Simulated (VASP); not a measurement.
Crystal: KZnF3.

```xyz
5
Lattice="4.1033 0.0000 0.0000 0.0000 4.1033 0.0000 0.0000 0.0000 4.1033" Properties=species:S:1:pos:R:3 pbc="T T T"
Zn    2.0516    2.0516    2.0516
K     0.0000    0.0000    0.0000
F     2.0516    0.0000    2.0516
F     0.0000    2.0516    2.0516
F     2.0516    2.0516    0.0000
```

Base run:

| Property | Result |
| --- | --- |
| Program | VASP 6.6.1 |
| Functional | LDA |
| Potentials or basis | VASP PAW LDA potentials, release 64 (Zn, K_sv, F) |
| Cutoff | 520 eV |
| k mesh | 7 × 7 × 7 |
| Occupations | fermi-dirac, width 0.05 eV |
| Spin | no spin polarisation |

Its results: band gap on the k mesh 3.60 eV, indirect (least direct gap 5.07 eV); pressure -7.0 GPa.

Q: The run is repeated on the same cell with these changes: functional from LDA to PBEsol; potentials or basis from VASP PAW LDA potentials, release 64 (Zn, K_sv, F) to VASP PAW PBE potentials, release 64 (Zn, K_sv, F). What comes out?

A: Band gap on the k mesh 3.65 eV, indirect (least direct gap 5.18 eV); pressure -2.4 GPa.

Caveats: the PAW data sets were made with another functional, which shifts forces and pressure a little (some runs).

A k mesh can miss the band edges.
